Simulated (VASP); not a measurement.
# SiNi3 (Pm-3m) in VASP: further runs

SiNi3 is run at these levels: PBEsol; tasks: relaxation of cell and atoms.

Program: VASP 6.6.1. These are calculated values, not measurements. Logs are shortened: lines on timing, memory, paths and dates and some standing lists are left out, and cuts for length are marked.

## (1) The cell of the first run

It takes space group Pm-3m (No. 221, cubic). Conventional cell: a = 3.417 Å, b = 3.417 Å, c = 3.417 Å, α = 90.00°, β = 90.00°, γ = 90.00°. Si (site symmetry m-3m) has 12 Ni at 2.42 Å within 3.2 Å. Ni (site symmetry 4/mmm) has 4 Si at 2.42 Å and 8 Ni at 2.42 Å within 3.2 Å.

## (2) Relaxation of cell and atoms, PBEsol, target pressure 10 GPa, at which the enthalpy is minimised

INCAR

```
PREC = Accurate ; ENCUT = 600
EDIFF = 1E-6 ; ISMEAR = 0
SIGMA = 0.1 ; LREAL = False
LASPH = True ; NELM = 60
ALGO = Fast ; ISIF = 3
LWAVE = False ; LCHARG = False
GGA = PS ; IBRION = 2
NSW = 70 ; EDIFFG = -0.008
PSTRESS = 100.0
```

KPOINTS

```
Automatic mesh
0
Gamma
  12 12 12
```

POSCAR

```
SiNi3
1.0
    3.4167933109      0.0000000000      0.0000000000
    0.0000000000      3.4167933109      0.0000000000
    0.0000000000      0.0000000000      3.4167933109
Si Ni
1 3
Direct
    0.0000000000      0.0000000000      0.0000000000
    0.0000000000      0.5000000000      0.5000000000
    0.5000000000      0.0000000000      0.5000000000
    0.5000000000      0.5000000000      0.0000000000
```

Potentials or basis: VASP PAW PBE potentials, release 64 (Si, Ni).

On the command line:

```bash
$ cat potpaw_PBE.64/Si/POTCAR potpaw_PBE.64/Ni/POTCAR > POTCAR
$ mpirun -np 1 vasp_std > vasp.out
```

OUTCAR:

```text
PREC = Accurate
   ENCUT = 600
   EDIFF = 1E-6
   ISMEAR = 0
   LREAL = False
   LASPH = True
   NELM = 60
   ISIF = 3
   GGA = PS
   IBRION = 2
   NSW = 70
   EDIFFG = -0.008
   PSTRESS = 100.0

 ion  position               nearest neighbor table
   1  0.000  0.000  0.000-   2 2.42   3 2.42   4 2.42   2 2.42   3 2.42   2 2.42   4 2.42   2 2.42
                             3 2.42   4 2.42   3 2.42   4 2.42
   2  0.000  0.500  0.500-   1 2.42   3 2.42   4 2.42   1 2.42   4 2.42   1 2.42   3 2.42   1 2.42
                             3 2.42   4 2.42   4 2.42   3 2.42
   3  0.500  0.000  0.500-   1 2.42   2 2.42   4 2.42   1 2.42   4 2.42   2 2.42   4 2.42   4 2.42
                             1 2.42   2 2.42   1 2.42   2 2.42
   4  0.500  0.500  0.000-   1 2.42   2 2.42   3 2.42   2 2.42   3 2.42   1 2.42   3 2.42   3 2.42
                             1 2.42   2 2.42   2 2.42   1 2.42

  LATTYP: Found a simple cubic cell.
 ALAT       =     3.4167933109

  Lattice vectors:

 A1 = (   3.4167933109,   0.0000000000,   0.0000000000)
 A2 = (   0.0000000000,   3.4167933109,   0.0000000000)
 A3 = (   0.0000000000,   0.0000000000,   3.4167933109)

Analysis of symmetry for initial positions (statically):
=====================================================================
 Subroutine PRICEL returns:
 Original cell was already a primitive cell.

 Routine SETGRP: Setting up the symmetry group for a
 simple cubic supercell.

 Subroutine GETGRP returns: Found 48 space group operations
 (whereof 48 operations were pure point group operations)
 out of a pool of 48 trial point group operations.

The static configuration has the point symmetry O_h .

Analysis of symmetry for dynamics (positions and initial velocities):
=====================================================================
 Subroutine PRICEL returns:
 Original cell was already a primitive cell.

 Routine SETGRP: Setting up the symmetry group for a
 simple cubic supercell.

 Subroutine GETGRP returns: Found 48 space group operations
 (whereof 48 operations were pure point group operations)
 out of a pool of 48 trial point group operations.

The dynamic configuration has the point symmetry O_h .

 Subroutine INISYM returns: Found 48 space group operations
 (whereof 48 operations are pure point group operations),
 and found     1 'primitive' translations

----------------------------------------------------------------------------------------

                                     Primitive cell

[... 102 lines left out ...]
   POTIM  = 0.5000    time-step for ionic-motion
   TEBEG  =    0.0;   TEEND  =   0.0 temperature during run
   PSTRESS=  100.0 pullay stress
   NELECT =      34.0000    total number of electrons
   NUPDOWN=      -1.0000    fix difference up-down
   EMIN   =  10.00;   EMAX   =-10.00  energy-range for DOS
   EFERMI =   0.00;   METHOD = LEGACY
   ISMEAR =     0;   SIGMA  =   0.10  broadening in eV -4-tet -1-fermi 0-gaus
   EFERMI_NEDOS =   21; number of points for ismear=-14 and -15
   IALGO  =     68    algorithm
   IMIX   =      4    mixing-type and parameters
     AMIX     =   0.40;   BMIX     =  1.00
     AMIX_MAG =   1.60;   BMIX_MAG =  1.00
  volume/ion in A,a.u.               =       9.97        67.30
  Fermi-wavevector in a.u.,A,eV,Ry     =   1.552205  2.933242 32.781068  2.409341
  Thomas-Fermi vector in A             =   2.656614
   LORBIT       =      0    0 simple, 1 ext, 2 COOP (PROOUT), +10 PAW based schemes
   GGA     = PS    functional components
   LHFCALC =     F    Hartree Fock is set to
   AEXX    =    0.0000 exact exchange contribution
   IVDW    =     0    specifies the selected vdW correction
   LEPSILON=     F    determine dielectric tensor
   LRPA    =     F    only Hartree local field effects (RPA)
 conjugate gradient relaxation of ions
 non-spin polarized calculation
 RMM-DIIS sequential band-by-band and
 Gauss-broadening in eV      SIGMA  =   0.10
  energy-cutoff  :      600.00
  volume of cell :       39.89
 maximum number of plane-waves:      1357
 NGX is ok and might be reduce to    28
   NGX = 13   NGY = 13   NGZ = 13

--------------------------------------- Ionic step        1  -------------------------------------------

 number of electron      33.9999998 magnetization

 Free energy of the ion-electron system (eV)
  ---------------------------------------------------
  ext. energy  EPLUGINS =         0.00000000
  ---------------------------------------------------
  free energy    TOTEN  =       -26.24800726 eV

  energy without entropy =      -26.23833662  energy(sigma->0) =      -26.24317194

------------------------ aborting loop because EDIFF is reached ----------------------------------------

  FORCE on cell =-STRESS in cart. coord.  units (eV):
  Direction    XX          YY          ZZ          XY          YZ          ZX
  --------------------------------------------------------------------------------------
  -------------------------------------------------------------------------------------
  Total        2.5240828      2.5240828      2.5240828      0.0000000     -0.0000000      0.0000000
  in kB      101.3813455    101.3813455    101.3813455      0.0000000     -0.0000000      0.0000000
  external PRESSURE =       1.3813455 kB  Pullay stress =     100.0000000 kB
[... 67 lines left out ...]
--------------------------------------- Ionic step        3  -------------------------------------------

 number of electron      33.9999997 magnetization

 Free energy of the ion-electron system (eV)
  ---------------------------------------------------
  ext. energy  EPLUGINS =         0.00000000
  ---------------------------------------------------
  free energy    TOTEN  =       -26.24935758 eV

  energy without entropy =      -26.23968178  energy(sigma->0) =      -26.24451968

 E-fermi :  11.6996     XC(G=0): -13.6704

 val. band max:       11.6936988964   @ k =   0.0833   0.0833   0.0000
 cond. band min:      11.7280067073   @ k =   0.4167   0.4167   0.3333
 fundamental gap:      0.0343078109
 Fermi energy:        11.6996368787

 k-point     1 :       0.0000    0.0000    0.0000
  band No.  band energies     occupation
      1      -0.8557      2.00000
      2       6.3015      2.00000
      3       7.1468      2.00000
      4       7.1468      2.00000
      5       7.7214      2.00000
      6       7.7214      2.00000
[... 565 lines left out ...]
     20      16.4779      0.00000
     21      18.1631      0.00000

 [... further k-points ...]

------------------------ aborting loop because EDIFF is reached ----------------------------------------

  FORCE on cell =-STRESS in cart. coord.  units (eV):
  Direction    XX          YY          ZZ          XY          YZ          ZX
  --------------------------------------------------------------------------------------
  -------------------------------------------------------------------------------------
  Total        2.4693613      2.4693613      2.4693613      0.0000000      0.0000000     -0.0000000
  in kB       99.1299001     99.1299001     99.1299001      0.0000000      0.0000000     -0.0000000
  external PRESSURE =      -0.8700999 kB  Pullay stress =     100.0000000 kB
[... 23 lines left out ...]
  energy  without entropy=      -26.2396817764  energy(sigma->0) =      -26.24451968

  enthalpy is  TOTEN    =       -23.7583217918 eV   P V=        2.4910357885

 reached required accuracy - stopping structural energy minimisation
```

OSZICAR:

```text
N       E                     dE             d eps       ncg     rms          rms(c)
DAV:   1     0.214814174008E+03    0.21481E+03   -0.17329E+04  3560   0.244E+03
[... 23 lines left out ...]
   2 F= -.23758298E+02 E0= -.23753457E+02  d E =0.179998E-04
       N       E                     dE             d eps       ncg     rms          rms(c)
DAV:   1    -0.262496429137E+02    0.14448E-02   -0.33826E-03  3903   0.948E-01    0.148E-01
RMM:   2    -0.262495514185E+02    0.91495E-04   -0.30362E-03  3528   0.706E-01    0.998E-02
RMM:   3    -0.262493649183E+02    0.18650E-03   -0.70197E-04  3528   0.412E-01    0.247E-02
RMM:   4    -0.262493575468E+02    0.73715E-05   -0.29170E-05  3345   0.333E-02    0.353E-03
RMM:   5    -0.262493575803E+02   -0.33500E-07   -0.38579E-06  2485   0.247E-02
   3 F= -.23758322E+02 E0= -.23753484E+02  d E =-.605962E-05
```

CONTCAR:

```text
SiNi3
   1.00000000000000
     3.4174081420597493    0.0000000000000000    0.0000000000000000
     0.0000000000000000    3.4174081420597493    0.0000000000000000
     0.0000000000000000   -0.0000000000000000    3.4174081420597493
  Si              Ni
     1     3
Direct
     0.0000000000000000    0.0000000000000000    0.0000000000000000
     0.0000000000000000    0.5000000000000000    0.5000000000000000
     0.5000000000000000    0.0000000000000000    0.5000000000000000
     0.5000000000000000    0.5000000000000000    0.0000000000000000

  0.00000000E+00  0.00000000E+00  0.00000000E+00
  0.00000000E+00  0.00000000E+00  0.00000000E+00
  0.00000000E+00  0.00000000E+00  0.00000000E+00
  0.00000000E+00  0.00000000E+00  0.00000000E+00
```

Wall time 5.1 min (1 thread of AMD EPYC 7R13, shared host); peak memory 0.18 GiB.

What came out:

| Property | Result |
| --- | --- |
| Free energy | -26.2494 eV |
| Relaxed volume | 9.98 Å³/atom |
| Relaxed cell | a = 3.417 Å, b = 3.417 Å, c = 3.417 Å, α = 90.00°, β = 90.00°, γ = 90.00° |
| Space group after relaxing (to 0.1 Å) | Pm-3m (No. 221) |
| Energy change on relaxing (the run minimises the enthalpy) | -0.3 meV/atom |
| Ionic steps | 3 |
| Pressure after relaxing | 9.9 GPa |
| Band gap on the k mesh | zero (bands 17 and 18 overlap by 0.27 eV) |

The path:
```csv
step,energy change (eV),largest force (eV/Å),pressure (GPa),volume (Å³)
1,0.0000,0.0000,10.14,39.89
2,-0.0031,0.0000,9.64,39.94
3,-0.0014,0.0000,9.91,39.91
```

Final structure:
```xyz
4
Lattice="3.4174 0.0000 0.0000 0.0000 3.4174 0.0000 0.0000 0.0000 3.4174" Properties=species:S:1:pos:R:3 pbc="T T T"
Si    0.0000    0.0000    0.0000
Ni    0.0000    1.7087    1.7087
Ni    1.7087    0.0000    1.7087
Ni    1.7087    1.7087    0.0000
```

Caveat: the cell is relaxed towards a set pressure, so the run minimises the enthalpy, not the energy; the PAW data sets were made with another functional, which shifts forces and pressure a little. Spin polarisation is off, so any magnetic state and its effect on volume and gap are missing.

[end of part 1 of 3]

The gap in the log of VASP goes by the Fermi energy; the results here count the filled bands.